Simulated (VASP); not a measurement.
# Pd: single point with revPBE+D3(BJ)

Crystal: Pd.

```
Pd
1.0
     2.71967    0.00000    0.00000
    -1.35983    2.35530    0.00000
     0.00000    0.00000    4.53069
Pd
2
Direct
  0.33333 0.66667 0.25000
  0.66667 0.33333 0.75000
```

- Program: VASP 6.6.1
- Task: single point
- Functional: revPBE
- Dispersion: D3(BJ)
- Potentials or basis: VASP PAW PBE potentials, release 64 (Pd)
- Cutoff: 520 eV
- k mesh: 11 × 11 × 6
- Occupations: fermi-dirac, width 0.05 eV
- Spin: no spin polarisation
- Dipole correction: no
- Further INCAR settings: ALGO = Normal; EDIFF = 1e-06; NBANDS = 17

* Pressure: -0.3 GPa
* Band gap on the k mesh: zero (band 10 reaches 10.30 eV, above the bottom of band 11 at 9.41 eV)
* Dispersion energy per atom: -1.297 eV

Stress tensor (GPa, compression positive):
```
-0.32  0.00  0.00
 0.00 -0.32  0.00
 0.00  0.00 -0.39
```

Levels at points of the mesh, in eV from the Fermi level:
```tsv
k point	band 6	band 7	band 8	band 9	band 10	band 11	band 12	band 13	band 14	band 15
(0.00, 0.00, 0.00)	-2.46	-2.46	-1.73	-1.73	-0.26	-0.26	0.82	7.16	17.16	18.80
(0.00, 0.00, 0.50)	-2.87	-2.87	-2.87	-0.73	-0.73	-0.73	-0.73	14.24	14.24	17.74
```

Run time: 16 s on 1 thread of Intel(R) Xeon(R) Platinum 8259CL CPU @ 2.50GHz (Skylake/Cascade Lake) (shared host), peak memory 0.17 GiB.

Caveat: the PAW data sets were made with another functional, which shifts forces and pressure a little; pairwise dispersion overbinds metals, which lowers pressure and volume.
